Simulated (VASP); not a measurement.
# Ag (Fm-3m) in VASP: single point with PBE

Aim: the single point of Ag with PBE.

Everything below comes from runs of VASP 6.6.1. Logs are shortened: lines on timing, memory, paths and dates and some standing lists are left out, and cuts for length are marked.

### 1 The cell of the first run

Symmetry: Fm-3m, No. 225, cubic system. Conventional cell: a = 4.085 Å, b = 4.085 Å, c = 4.085 Å, α = 90.00°, β = 90.00°, γ = 90.00°. Ag (site symmetry m-3m) has 12 Ag at 2.89 Å within 3.8 Å.

### 2 Single point, PBE

Input file INCAR:

```
ALGO = Normal
EDIFF = 1E-6
ENCUT = 500
GGA = PE
GGA_COMPAT = F
ISIF = 2
ISMEAR = 1
LASPH = T
LCHARG = F
LREAL = F
LWAVE = F
NBANDS = 12
NELM = 120
PREC = Accurate
SIGMA = 0.05
```

Input file KPOINTS:

```
k-points
0
Gamma
  13 13 13
```

Input file POSCAR:

```
Ag
1.0
    0.0000000000      2.0427500000      2.0427500000
    2.0427500000      0.0000000000      2.0427500000
    2.0427500000      2.0427500000      0.0000000000
Ag
1
Direct
    0.0000000000      0.0000000000      0.0000000000
```

Potentials or basis: VASP PAW PBE potentials, release 64 (Ag).

Started as:

```bash
$ cat potpaw_PBE.64/Ag/POTCAR > POTCAR
$ mpirun -np 1 vasp_std > vasp.out
```

OUTCAR:

```text
EDIFF = 1E-6
   ENCUT = 500
   GGA = PE
   ISIF = 2
   ISMEAR = 1
   LASPH = T
   LREAL = F
   NELM = 120
   PREC = Accurate

 ion  position               nearest neighbor table
   1  0.000  0.000  0.000-

  LATTYP: Found a face centered cubic cell.
 ALAT       =     4.0855000000

  Lattice vectors:

 A1 = (   0.0000000000,   2.0427500000,   2.0427500000)
 A2 = (   2.0427500000,   0.0000000000,   2.0427500000)
 A3 = (   2.0427500000,   2.0427500000,   0.0000000000)

Analysis of symmetry for initial positions (statically):
=====================================================================
 Subroutine PRICEL returns:
 Original cell was already a primitive cell.

 Routine SETGRP: Setting up the symmetry group for a
 face centered cubic supercell.

 Subroutine GETGRP returns: Found 48 space group operations
 (whereof 48 operations were pure point group operations)
 out of a pool of 48 trial point group operations.

The static configuration has the point symmetry O_h .

Analysis of symmetry for dynamics (positions and initial velocities):
=====================================================================
 Subroutine PRICEL returns:
 Original cell was already a primitive cell.

 Routine SETGRP: Setting up the symmetry group for a
 face centered cubic supercell.

 Subroutine GETGRP returns: Found 48 space group operations
 (whereof 48 operations were pure point group operations)
 out of a pool of 48 trial point group operations.

The dynamic configuration has the point symmetry O_h .

 Subroutine INISYM returns: Found 48 space group operations
 (whereof 48 operations are pure point group operations),
 and found     1 'primitive' translations

----------------------------------------------------------------------------------------

                                     Primitive cell

  volume of cell :      17.0481

  direct lattice vectors                    reciprocal lattice vectors
     0.000000000  2.042750000  2.042750000    -0.244768082  0.244768082  0.244768082
     2.042750000  0.000000000  2.042750000     0.244768082 -0.244768082  0.244768082
     2.042750000  2.042750000  0.000000000     0.244768082  0.244768082 -0.244768082

  length of vectors
     2.888884755  2.888884755  2.888884755     0.423950755  0.423950755  0.423950755

  position of ions in fractional coordinates (direct lattice)
     0.000000000  0.000000000  0.000000000

  ion indices of the primitive-cell ions
   primitive index   ion index
                 1           1

----------------------------------------------------------------------------------------

 KPOINTS: k-points

Automatic generation of k-mesh.
 Grid dimensions read from file:
 generate k-points for:   13   13   13

 Generating k-lattice:

  Cartesian coordinates                     Fractional coordinates (reciprocal lattice)
    -0.018828314  0.018828314  0.018828314     0.076923077  0.000000000  0.000000000
     0.018828314 -0.018828314  0.018828314     0.000000000  0.076923077  0.000000000
     0.018828314  0.018828314 -0.018828314     0.000000000  0.000000000  0.076923077

  Length of vectors
     0.032611597  0.032611597  0.032611597

  Shift w.r.t. Gamma in fractional coordinates (k-lattice)
     0.000000000  0.000000000  0.000000000

 Subroutine IBZKPT returns following result:
 ===========================================

 Found     84 irreducible k-points:

 Following reciprocal coordinates:
            Coordinates               Weight
  0.000000  0.000000  0.000000      1.000000
  0.076923  0.000000  0.000000      8.000000
  0.153846  0.000000  0.000000      8.000000
  0.230769  0.000000  0.000000      8.000000
  0.307692  0.000000  0.000000      8.000000
  0.384615  0.000000  0.000000      8.000000
[... 16 lines left out ...]
  0.384615  0.153846  0.000000     24.000000
  0.461538  0.153846  0.000000     24.000000
 [... further k-points ...]
   k-points           NKPTS =     84   k-points in BZ     NKDIM =     84   number of bands    NBANDS=     12
   number of dos      NEDOS =    301   number of ions     NIONS =      1
   total plane-waves  NPLWV =  13824
   dimension x,y,z NGX =    24 NGY =   24 NGZ =   24
   dimension x,y,z NGXF=    48 NGYF=   48 NGZF=   48
   ions per type =               1
   NGX,Y,Z   is equivalent  to a cutoff of  13.81, 13.81, 13.81 a.u.
   NGXF,Y,Z  is equivalent  to a cutoff of  27.62, 27.62, 27.62 a.u.
 SYSTEM =  unknown system
   PREC   = accura    normal or accurate (medium, high low for compatibility)
   ISTART =      0    job   : 0-new  1-cont  2-samecut
   ICHARG =      2    charge: 1-file 2-atom 10-const
   ISPIN  =      1    spin polarized calculation?
   LNONCOLLINEAR =      F non collinear calculations
   LSORBIT =      F    spin-orbit coupling
   LASPH  =      T    aspherical Exc in radial PAW
   ENCUT  =  500.0 eV  36.75 Ry    6.06 a.u.   5.27  5.27  5.27*2*pi/ulx,y,z
   NELM   =    120;   NELMIN=  2; NELMDL= -5     # of ELM steps
   EDIFF  = 0.1E-05   stopping-criterion for ELM
   LREAL  =      F    real-space projection
   EDIFFG = 0.1E-04   stopping-criterion for IOM
   NSW    =      0    number of steps for IOM
   IBRION =     -1    ionic relax: 0-MD 1-quasi-New 2-CG
   NFREE  =      0    steps in history (QN), initial steepest desc. (CG)
   ISIF   =      2    stress and relaxation
   ISYM   =      2    0-nonsym 1-usesym 2-fastsym
   POTIM  = 0.5000    time-step for ionic-motion
   TEBEG  =    0.0;   TEEND  =   0.0 temperature during run
   PSTRESS=    0.0 pullay stress
   NELECT =      11.0000    total number of electrons
   NUPDOWN=      -1.0000    fix difference up-down
   EMIN   =  10.00;   EMAX   =-10.00  energy-range for DOS
   EFERMI =   0.00;   METHOD = LEGACY
   ISMEAR =     1;   SIGMA  =   0.05  broadening in eV -4-tet -1-fermi 0-gaus
   EFERMI_NEDOS =   21; number of points for ismear=-14 and -15
   IALGO  =     38    algorithm
   IMIX   =      4    mixing-type and parameters
     AMIX     =   0.40;   BMIX     =  1.00
     AMIX_MAG =   1.60;   BMIX_MAG =  1.00
  volume/ion in A,a.u.               =      17.05       115.05
  Fermi-wavevector in a.u.,A,eV,Ry     =   1.414644  2.673290 27.228221  2.001218
  Thomas-Fermi vector in A             =   2.536165
   LORBIT       =      0    0 simple, 1 ext, 2 COOP (PROOUT), +10 PAW based schemes
   GGA     = PE    functional components
   LHFCALC =     F    Hartree Fock is set to
   AEXX    =    0.0000 exact exchange contribution
   IVDW    =     0    specifies the selected vdW correction
   LEPSILON=     F    determine dielectric tensor
   LRPA    =     F    only Hartree local field effects (RPA)
 non-spin polarized calculation
 Methfessel and Paxton  Order N= 1 SIGMA  =   0.05
  energy-cutoff  :      500.00
  volume of cell :       17.05
 maximum number of plane-waves:       444
 NGX is ok and might be reduce to    24
   NGX = 11   NGY = 11   NGZ = 11

 number of electron      10.9999999 magnetization

 Free energy of the ion-electron system (eV)
  ---------------------------------------------------
  ext. energy  EPLUGINS =         0.00000000
  ---------------------------------------------------
  free energy    TOTEN  =        -2.70518521 eV

  energy without entropy =       -2.70499855  energy(sigma->0) =       -2.70512299

 E-fermi :   8.6565     XC(G=0): -12.2122

 val. band max:        8.6539846282   @ k =   0.4615   0.3077   0.0000
 cond. band min:       8.6566469458   @ k =  -0.3077   0.2308   0.0000
 fundamental gap:      0.0026623177
 Fermi energy:         8.6564705088

 k-point     1 :       0.0000    0.0000    0.0000
  band No.  band energies     occupation
      1       0.6626      2.00000
      2       3.6177      2.00000
      3       3.6177      2.00000
      4       3.6177      2.00000
      5       4.6511      2.00000
      6       4.6511      2.00000
      7      24.4566      0.00000
      8      28.0360      0.00000
      9      28.0360      0.00000
     10      28.0360      0.00000
     11      32.8440      0.00000
     12      33.9825      0.00000

 k-point     2 :       0.0769    0.0000    0.0000
  band No.  band energies     occupation
      1       0.8466      2.00000
      2       3.5765      2.00000
      3       3.6678      2.00000
      4       3.6678      2.00000
      5       4.6325      2.00000
      6       4.6325      2.00000
      7      24.4648      0.00000
      8      26.6216      0.00000
      9      28.1104      0.00000
     10      28.1104      0.00000
     11      32.6855      0.00000
     12      33.7494      0.00000

 k-point     3 :       0.1538    0.0000    0.0000
  band No.  band energies     occupation
      1       1.3530      2.00000
      2       3.5148      2.00000
      3       3.7769      2.00000
      4       3.7769      2.00000
      5       4.6183      2.00000
      6       4.6183      2.00000
      7      23.1652      0.00000
      8      25.3872      0.00000
      9      28.2468      0.00000
     10      28.2468      0.00000
     11      31.5015      0.00000
     12      32.9490      0.00000

 k-point     4 :       0.2308    0.0000    0.0000
  band No.  band energies     occupation
      1       1.9406      2.00000
      2       3.7092      2.00000
      3       3.8254      2.00000
      4       3.8254      2.00000
      5       4.7225      2.00000
      6       4.7225      2.00000
      7      20.3189      0.00000
      8      25.1546      0.00000
      9      28.1748      0.00000
     10      28.1748      0.00000
     11      31.2133      0.00000
     12      31.9360      0.00000

 k-point     5 :       0.3077    0.0000    0.0000
  band No.  band energies     occupation
      1       2.1543      2.00000
      2       3.7614      2.00000
      3       3.7614      2.00000
      4       4.6404      2.00000
      5       4.9749      2.00000
      6       4.9749      2.00000
      7      17.3578      0.00000
      8      24.6216      0.00000
      9      27.6268      0.00000
     10      27.6268      0.00000
     11      31.3794      0.00000
     12      31.3794      0.00000
[... 228 lines left out ...]
      1       2.0878      2.00000
      2       3.1241      2.00000
      3       3.9985      2.00000
      4       4.1164      2.00000
      5       4.5136      2.00000
      6       4.9097      2.00000
      7      22.7615      0.00000
      8      24.8441      0.00000
      9      25.0100      0.00000
     10      26.6650      0.00000
     11      29.6462      0.00000
     12      33.9324      0.00000

 k-point    22 :       0.3077    0.1538    0.0000
  band No.  band energies     occupation
      1       2.4776      2.00000
      2       3.2134      2.00000
      3       3.8209      2.00000
      4       4.1495      2.00000
      5       5.1082      2.00000
      6       5.2347      2.00000
      7      19.7631      0.00000
      8      24.1868      0.00000
      9      24.5396      0.00000
     10      26.4135      0.00000
     11      30.3091      0.00000
     12      33.7240      0.00000

 k-point    23 :       0.3846    0.1538    0.0000
  band No.  band energies     occupation
      1       2.4727      2.00000
      2       3.5039      2.00000
      3       3.8190      2.00000
      4       4.0798      2.00000
      5       5.3383      2.00000
      6       6.4468      2.00000
      7      16.8141      0.00000
      8      23.6762      0.00000
      9      23.8344      0.00000
     10      25.6114      0.00000
     11      32.4862      0.00000
     12      33.5520      0.00000

 k-point    24 :       0.4615    0.1538    0.0000
  band No.  band energies     occupation
      1       2.4028      2.00000
      2       3.4219      2.00000
      3       3.9861      2.00000
      4       4.2231      2.00000
      5       5.4690      2.00000
      6       8.0736      2.00000
      7      14.1151      0.00000
      8      22.7168      0.00000
      9      23.8898      0.00000
     10      25.0186      0.00000
     11      33.3286      0.00000
     12      33.3659      0.00000

 [... further k-points ...]

------------------------ aborting loop because EDIFF is reached ----------------------------------------

  FORCE on cell =-STRESS in cart. coord.  units (eV):
  Direction    XX          YY          ZZ          XY          YZ          ZX
  --------------------------------------------------------------------------------------
  -------------------------------------------------------------------------------------
  Total        0.4634219      0.4634219      0.4634219      0.0000000     -0.0000000      0.0000000
  in kB       43.5523412     43.5523412     43.5523412      0.0000000     -0.0000000      0.0000000
  external PRESSURE =      43.5523412 kB  Pullay stress =       0.0000000 kB

 VOLUME and BASIS-vectors are now :
 -----------------------------------------------------------------------------
  energy-cutoff  :      500.00
  volume of cell :       17.05
      direct lattice vectors                 reciprocal lattice vectors
     0.000000000  2.042750000  2.042750000    -0.244768082  0.244768082  0.244768082
     2.042750000  0.000000000  2.042750000     0.244768082 -0.244768082  0.244768082
     2.042750000  2.042750000  0.000000000     0.244768082  0.244768082 -0.244768082

 POSITION                                       TOTAL-FORCE (eV/Angst)
 -----------------------------------------------------------------------------------
      0.00000      0.00000      0.00000         0.000000     -0.000000     -0.000000
 -----------------------------------------------------------------------------------
    total drift:                               -0.000000      0.000000     -0.000000

  FREE ENERGIE OF THE ION-ELECTRON SYSTEM (eV)
  ---------------------------------------------------
  free  energy   TOTEN  =        -2.7051852123 eV

  energy  without entropy=       -2.7049985470  energy(sigma->0) =       -2.70512299
```

It took 9.1 s on 1 thread of Intel Xeon Platinum 8488C (Sapphire Rapids), shared host; peak memory 0.14 GiB.

Results:

```yaml
Free_energy: -2.7052 eV
Pressure: 4.4 GPa
```
